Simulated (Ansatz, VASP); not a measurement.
# Two plane-wave programs on SbP

INCAR

```
  ALGO = Normal
  EDIFF = 1E-7
  EDIFFG = -0.04
  ENCUT = 600
  GGA = PE
  IBRION = 2
  ISIF = 3
  ISMEAR = 0
  LASPH = True
  LCHARG = False
  LREAL = False
  LWAVE = False
  NELM = 100
  NSW = 90
  PREC = Accurate
  SIGMA = 0.1
```

Contents of KPOINTS:

```
k-points
0
Gamma
  6 6 4
```

The input POSCAR:

```
SbP
1.0
    3.4545324900      0.0000000000      0.0000000000
   -0.0526834800      3.6271624300      0.0000000000
   -0.0039731100     -0.3274766800      5.0331357700
Sb P
2 2
Direct
    0.5005679700      0.5000479800      0.4992449900
    0.0001590000      0.9999979700      0.4991550100
    0.4878830000      0.4887810100      0.0007420000
    0.0112280000      0.0117830000      0.0011440000
```

Input for Ansatz:

```yaml
crystal:
  lattice:
    - [3.45453249, 0.0, 0.0]
    - [-0.05268348, 3.62716243, 0.0]
    - [-0.00397311, -0.32747668, 5.03313577]
  atoms:
    - { symbol: Sb, position: [0.50056797, 0.50004798, 0.49924499] }
    - { symbol: Sb, position: [0.000159, 0.99999797, 0.49915501] }
    - { symbol: P, position: [0.487883, 0.48878101, 0.000742] }
    - { symbol: P, position: [0.011228, 0.011783, 0.001144] }
basis:
  ecutwfc: 420
kpoints:
  mp_grid: { grid: [6, 6, 4] }
hamiltonian:
  xc: pbe
scf:
  occupations: { method: gaussian, width: 0.1 }
  lower_state_search: "off"
output:
  forces: true
  stress: true
  eigenvalues: true
relax:
  adjacent_minimum: "off"
  f_tol: 0.04
  max_steps: 70
  cell: { stress_tol: 0.4 }
```

Alike in both runs: task relaxation of cell and atoms; functional PBE; k mesh 6 × 6 × 4; occupations gaussian, width 0.1 eV; no spin polarisation.

|  | VASP | Ansatz |
| --- | --- | --- |
| version | VASP 6.6.1 | Ansatz 0.2.0 |
| potentials or method | VASP PAW PBE potentials, release 64 (Sb, P), cutoff 600 eV | scalar-relativistic, plane waves, PAW |
| valence electrons in the cell | 20 | 40 |

Ansatz gave:

| Item | Value |
| --- | --- |
| gap on the k mesh at the Fermi level, each at its own relaxed structure (eV) | none |
| relaxed volume (Å³/atom) | 25.90 |
| relaxed cell length with the largest relative difference (Å) | 4.878 |

Q: What did VASP give for the same quantities?

A: gap on the k mesh at the Fermi level, each at its own relaxed structure (eV): none; relaxed volume (Å³/atom): 26.15; relaxed cell length with the largest relative difference (Å): 4.949.

A gap of «none» marks a metal or a gap that the smearing closes. VASP's potentials hold 20 valence electrons a cell and Ansatz's 40, so a difference there can come from the potentials and not from the codes.

Spin-orbit coupling is off throughout. Noted on VASP's run: the volume moved by over 15 % at a fixed basis, so the end points are rough.
